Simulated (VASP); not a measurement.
# GaAs (F-43m) in VASP: single point with HSE06

Aim: the single point of GaAs with HSE06.

All numbers are computed with VASP 6.6.1; they aren't measurements. Logs are shortened: lines on timing, memory, paths and dates and some standing lists are left out, and cuts for length are marked.

**1. The cell of the first run**

The structure is cubic, space group F-43m (No. 216). Conventional cell: a = 5.836 Å, b = 5.836 Å, c = 5.836 Å, α = 90.00°, β = 90.00°, γ = 90.00°. Within 3.3 Å of Ga (site symmetry -43m) lie 4 As at 2.53 Å. Within 3.3 Å of As (site symmetry -43m) lie 4 Ga at 2.53 Å.

**2. Single point, HSE06 (strain +3.0%)**

File POSCAR:

```
GaAs
1.0
    0.0000000000      2.9180776483      2.9180776483
    2.9180776483      0.0000000000      2.9180776483
    2.9180776483      2.9180776483      0.0000000000
Ga As
1 1
Direct
    0.0000000000      0.0000000000      0.0000000000
    0.2500000000      0.2500000000      0.2500000000
```

File INCAR.step1:

```
SYSTEM = GaAs
PREC = Accurate ; ENCUT = 400
EDIFF = 1E-5 ; ISMEAR = -1
SIGMA = 0.02 ; LREAL = .FALSE.
LASPH = .TRUE. ; NELM = 120
ALGO = Normal ; ISIF = 2
LWAVE = .TRUE. ; LCHARG = .FALSE.
NBANDS = 21 ; GGA = PE
GGA_COMPAT = .FALSE.
```

File INCAR.step2:

```
SYSTEM = GaAs
PREC = Accurate ; ENCUT = 400
EDIFF = 1E-6 ; ISMEAR = -1
SIGMA = 0.02 ; LREAL = .FALSE.
LASPH = .TRUE. ; NELM = 120
ALGO = Normal ; ISIF = 2
LWAVE = .FALSE. ; LCHARG = .FALSE.
GGA = PE ; LHFCALC = .TRUE.
HFSCREEN = 0.2079 ; PRECFOCK = Normal
NBANDS = 21 ; ISTART = 1
GGA_COMPAT = .FALSE.
```

File KPOINTS:

```
Automatic mesh
0
G
  6 6 6
  0 0 0
```

Potentials or basis: VASP PAW PBE potentials, release 64 (Ga_d, As_d).

On the command line:

```sh
$ cat potpaw_PBE.64/Ga_d/POTCAR potpaw_PBE.64/As_d/POTCAR > POTCAR
$ cp INCAR.step1 INCAR
$ mpirun -np 1 vasp_std > vasp.out
$ cp INCAR.step2 INCAR
$ mpirun -np 1 vasp_std > vasp.out
```

OUTCAR:

```text
SYSTEM = GaAs
   PREC = Accurate
   ENCUT = 400
   EDIFF = 1E-6
   ISMEAR = -1
   LREAL = .FALSE.
   LASPH = .TRUE.
   NELM = 120
   ISIF = 2
   GGA = PE
   LHFCALC = .TRUE.
   HFSCREEN = 0.2079
   PRECFOCK = Normal
   ISTART = 1

 ion  position               nearest neighbor table
   1  0.000  0.000  0.000-   2 2.53   2 2.53   2 2.53   2 2.53
   2  0.250  0.250  0.250-   1 2.53   1 2.53   1 2.53   1 2.53

  LATTYP: Found a face centered cubic cell.
 ALAT       =     5.8361552966

  Lattice vectors:

 A1 = (   0.0000000000,   2.9180776483,   2.9180776483)
 A2 = (   2.9180776483,   0.0000000000,   2.9180776483)
 A3 = (   2.9180776483,   2.9180776483,   0.0000000000)

Analysis of symmetry for initial positions (statically):
=====================================================================
 Subroutine PRICEL returns:
 Original cell was already a primitive cell.

 Routine SETGRP: Setting up the symmetry group for a
 face centered cubic supercell.

 Subroutine GETGRP returns: Found 24 space group operations
 (whereof 24 operations were pure point group operations)
 out of a pool of 48 trial point group operations.

The static configuration has the point symmetry T_d .

Analysis of symmetry for dynamics (positions and initial velocities):
=====================================================================
 Subroutine PRICEL returns:
 Original cell was already a primitive cell.

 Routine SETGRP: Setting up the symmetry group for a
 face centered cubic supercell.

 Subroutine GETGRP returns: Found 24 space group operations
 (whereof 24 operations were pure point group operations)
 out of a pool of 48 trial point group operations.

The dynamic configuration has the point symmetry T_d .

 Subroutine INISYM returns: Found 24 space group operations
 (whereof 24 operations are pure point group operations),
 and found     1 'primitive' translations

----------------------------------------------------------------------------------------

                                     Primitive cell

  volume of cell :      49.6959

  direct lattice vectors                    reciprocal lattice vectors
     0.000000000  2.918077648  2.918077648    -0.171345680  0.171345680  0.171345680
     2.918077648  0.000000000  2.918077648     0.171345680 -0.171345680  0.171345680
     2.918077648  2.918077648  0.000000000     0.171345680  0.171345680 -0.171345680

  length of vectors
     4.126784986  4.126784986  4.126784986     0.296779424  0.296779424  0.296779424

  position of ions in fractional coordinates (direct lattice)
     0.000000000  0.000000000  0.000000000
     0.250000000  0.250000000  0.250000000

  ion indices of the primitive-cell ions
   primitive index   ion index
                 1           1
                 2           2

----------------------------------------------------------------------------------------

 KPOINTS: Automatic mesh

Automatic generation of k-mesh.
 Grid dimensions read from file:
 generate k-points for:    6    6    6

 Generating k-lattice:

  Cartesian coordinates                     Fractional coordinates (reciprocal lattice)
    -0.028557613  0.028557613  0.028557613     0.166666667  0.000000000  0.000000000
     0.028557613 -0.028557613  0.028557613     0.000000000  0.166666667  0.000000000
     0.028557613  0.028557613 -0.028557613     0.000000000  0.000000000  0.166666667

  Length of vectors
     0.049463237  0.049463237  0.049463237

  Shift w.r.t. Gamma in fractional coordinates (k-lattice)
     0.000000000  0.000000000  0.000000000

 Subroutine IBZKPT returns following result:
 ===========================================

 Found     16 irreducible k-points:

 Following reciprocal coordinates:
            Coordinates               Weight
  0.000000  0.000000  0.000000      1.000000
  0.166667  0.000000  0.000000      8.000000
  0.333333  0.000000  0.000000      8.000000
  0.500000  0.000000  0.000000      4.000000
  0.166667  0.166667  0.000000      6.000000
  0.333333  0.166667  0.000000     24.000000
[... 8 lines left out ...]
 -0.333333  0.333333  0.166667     24.000000
 -0.333333  0.500000  0.166667     12.000000
   k-points           NKPTS =     16   k-points in BZ     NKDIM =    216   number of bands    NBANDS=     21
   number of dos      NEDOS =    301   number of ions     NIONS =      2
   total plane-waves  NPLWV =  21952
   dimension x,y,z NGX =    28 NGY =   28 NGZ =   28
   dimension x,y,z NGXF=    56 NGYF=   56 NGZF=   56
   ions per type =               1   1
   NGX,Y,Z   is equivalent  to a cutoff of  11.28, 11.28, 11.28 a.u.
   NGXF,Y,Z  is equivalent  to a cutoff of  22.56, 22.56, 22.56 a.u.
 SYSTEM =  GaAs
   PREC   = accura    normal or accurate (medium, high low for compatibility)
   ISTART =      1    job   : 0-new  1-cont  2-samecut
   ICHARG =      0    charge: 1-file 2-atom 10-const
   ISPIN  =      1    spin polarized calculation?
   LNONCOLLINEAR =      F non collinear calculations
   LSORBIT =      F    spin-orbit coupling
   LASPH  =      T    aspherical Exc in radial PAW
   ENCUT  =  400.0 eV  29.40 Ry    5.42 a.u.   6.73  6.73  6.73*2*pi/ulx,y,z
   NELM   =    120;   NELMIN=  2; NELMDL=  0     # of ELM steps
   EDIFF  = 0.1E-05   stopping-criterion for ELM
   LREAL  =      F    real-space projection
   EDIFFG = 0.1E-04   stopping-criterion for IOM
   NSW    =      0    number of steps for IOM
   IBRION =     -1    ionic relax: 0-MD 1-quasi-New 2-CG
   NFREE  =      0    steps in history (QN), initial steepest desc. (CG)
   ISIF   =      2    stress and relaxation
   ISYM   =      3    0-nonsym 1-usesym 2-fastsym
   POTIM  = 0.5000    time-step for ionic-motion
   TEBEG  =    0.0;   TEEND  =   0.0 temperature during run
   PSTRESS=    0.0 pullay stress
   NELECT =      28.0000    total number of electrons
   NUPDOWN=      -1.0000    fix difference up-down
   EMIN   =  10.00;   EMAX   =-10.00  energy-range for DOS
   EFERMI =   0.00;   METHOD = LEGACY
   ISMEAR =    -1;   SIGMA  =   0.02  broadening in eV -4-tet -1-fermi 0-gaus
   EFERMI_NEDOS =   21; number of points for ismear=-14 and -15
   IALGO  =     38    algorithm
   IMIX   =      1    mixing-type and parameters
     AMIX     =   0.40;   BMIX     =  1.00
     AMIX_MAG =   1.60;   BMIX_MAG =  1.00
  volume/ion in A,a.u.               =      24.85       167.68
  Fermi-wavevector in a.u.,A,eV,Ry     =   1.352137  2.555168 24.875181  1.828274
  Thomas-Fermi vector in A             =   2.479501
   LORBIT       =      0    0 simple, 1 ext, 2 COOP (PROOUT), +10 PAW based schemes
   GGA     = PE    functional components
   LHFCALC =     T    Hartree Fock is set to
   PRECFOCK=normal    Normal, Fast or Accurate (Low or Medium for compatibility)
   ENCUT4O =  -1.0   cutoff for four orbital integrals eV
   NKREDX  =     1    reduce k-point grid by
   NKREDY  =     1    reduce k-point grid by
   NKREDZ  =     1    reduce k-point grid by
   AEXX    =    0.2500 exact exchange contribution
   HFSCREEN=    0.2079 screening length (either q_TF or 0.3 A-1)
   HFSCREENC=   0.2079 screening length for correlation (either q_TF or 0.3 A-1)
   ENCUTFOCK=  -1.0 apply spherical cutoff to Coloumb kernel
   IVDW    =     0    specifies the selected vdW correction
   LEPSILON=     F    determine dielectric tensor
   LRPA    =     F    only Hartree local field effects (RPA)
 non-spin polarized calculation
  energy-cutoff  :      400.00
  volume of cell :       49.70
 maximum number of plane-waves:       934
  NGX = 24; NGY = 24; NGZ = 24

 number of electron      28.0000003 magnetization

 Free energy of the ion-electron system (eV)
  ---------------------------------------------------
  ext. energy  EPLUGINS =         0.00000000
  ---------------------------------------------------
  free energy    TOTEN  =        -9.81057846 eV

  energy without entropy =       -9.81057846  energy(sigma->0) =       -9.81057846

 E-fermi :   2.2971     XC(G=0):  -7.8665

 val. band max:        1.9788449246   @ k =   0.0000   0.0000   0.0000
 cond. band min:       2.5938749956   @ k =   0.0000   0.0000   0.0000
 fundamental gap:      0.6150300710
 Fermi energy:         2.2971322140

 k-point     1 :       0.0000    0.0000    0.0000
  band No.  band energies     occupation
      1     -36.6063      2.00000
      2     -36.6063      2.00000
      3     -36.6062      2.00000
      4     -36.5980      2.00000
      5     -36.5980      2.00000
      6     -15.3041      2.00000
[... 13 lines left out ...]
     20      12.8566      0.00000
     21      12.8566      0.00000

 k-point     2 :       0.1667    0.0000    0.0000
  band No.  band energies     occupation
      1     -36.6062      2.00000
      2     -36.6061      2.00000
      3     -36.6061      2.00000
      4     -36.5981      2.00000
      5     -36.5981      2.00000
      6     -15.3130      2.00000
[... 13 lines left out ...]
     20      11.7919      0.00000
     21      11.7919      0.00000

 k-point     3 :       0.3333    0.0000    0.0000
  band No.  band energies     occupation
      1     -36.6060      2.00000
      2     -36.6058      2.00000
      3     -36.6058      2.00000
      4     -36.5980      2.00000
      5     -36.5980      2.00000
      6     -15.3302      2.00000
[... 13 lines left out ...]
     20      12.3836      0.00000
     21      12.3836      0.00000
[... 265 lines left out ...]
 k-point    15 :      -0.3333    0.3333    0.1667
  band No.  band energies     occupation
      1     -36.6060      2.00000
      2     -36.6057      2.00000
      3     -36.6053      2.00000
      4     -36.5981      2.00000
      5     -36.5978      2.00000
      6     -15.3485      2.00000
[... 13 lines left out ...]
     20      14.6993      0.00000
     21      15.3288      0.00000

 k-point    16 :      -0.3333    0.5000    0.1667
  band No.  band energies     occupation
      1     -36.6063      2.00000
      2     -36.6055      2.00000
      3     -36.6052      2.00000
      4     -36.5982      2.00000
      5     -36.5977      2.00000
      6     -15.3548      2.00000
[... 13 lines left out ...]
     20      14.8372      0.00000
     21      15.8334      0.00000

------------------------ aborting loop because EDIFF is reached ----------------------------------------

  FORCE on cell =-STRESS in cart. coord.  units (eV):
  Direction    XX          YY          ZZ          XY          YZ          ZX
  --------------------------------------------------------------------------------------
  -------------------------------------------------------------------------------------
  Total       -1.5413477     -1.5413477     -1.5413477      0.0000000      0.0000000     -0.0000000
  in kB      -49.6924804    -49.6924804    -49.6924804      0.0000000      0.0000000     -0.0000000
  external PRESSURE =     -49.6924804 kB  Pullay stress =       0.0000000 kB

 VOLUME and BASIS-vectors are now :
 -----------------------------------------------------------------------------
  energy-cutoff  :      400.00
  volume of cell :       49.70
      direct lattice vectors                 reciprocal lattice vectors
     0.000000000  2.918077648  2.918077648    -0.171345680  0.171345680  0.171345680
     2.918077648  0.000000000  2.918077648     0.171345680 -0.171345680  0.171345680
     2.918077648  2.918077648  0.000000000     0.171345680  0.171345680 -0.171345680

 POSITION                                       TOTAL-FORCE (eV/Angst)
 -----------------------------------------------------------------------------------
      0.00000      0.00000      0.00000         0.000000      0.000000      0.000000
      1.45904      1.45904      1.45904        -0.000000     -0.000000     -0.000000
 -----------------------------------------------------------------------------------
    total drift:                                0.000019      0.000002      0.000009

  FREE ENERGIE OF THE ION-ELECTRON SYSTEM (eV)
  ---------------------------------------------------
  free  energy   TOTEN  =        -9.8105784579 eV

  energy  without entropy=       -9.8105784557  energy(sigma->0) =       -9.81057846
```

It took 66 min on 1 thread of Intel Xeon Platinum 8488C (Sapphire Rapids), shared host; peak memory 0.28 GiB.

What came out:

| Quantity | Value |
| --- | --- |
| Free energy | -9.8106 eV |
| Pressure | -5.0 GPa |
| Band gap on the k mesh | 0.62 eV |

Levels at points of the mesh, in eV from the valence-band top:
```tsv
k point	band 11	band 12	band 13	band 14	band 15	band 16	band 17	band 18
(0.00, 0.00, 0.00)	-13.28	0.00	0.00	0.00	0.62	4.48	4.48	4.48
(0.50, 0.00, 0.00)	-11.64	-6.70	-1.09	-1.09	1.44	5.39	5.39	8.49
(0.50, 0.50, 0.00)	-10.95	-6.95	-2.58	-2.58	2.21	2.33	10.73	10.73
```

Caveat: the cell differs from its parent crystal (strain +3.0%); the cell stands under tension; the PAW data sets were made with another functional, which shifts forces and pressure a little.
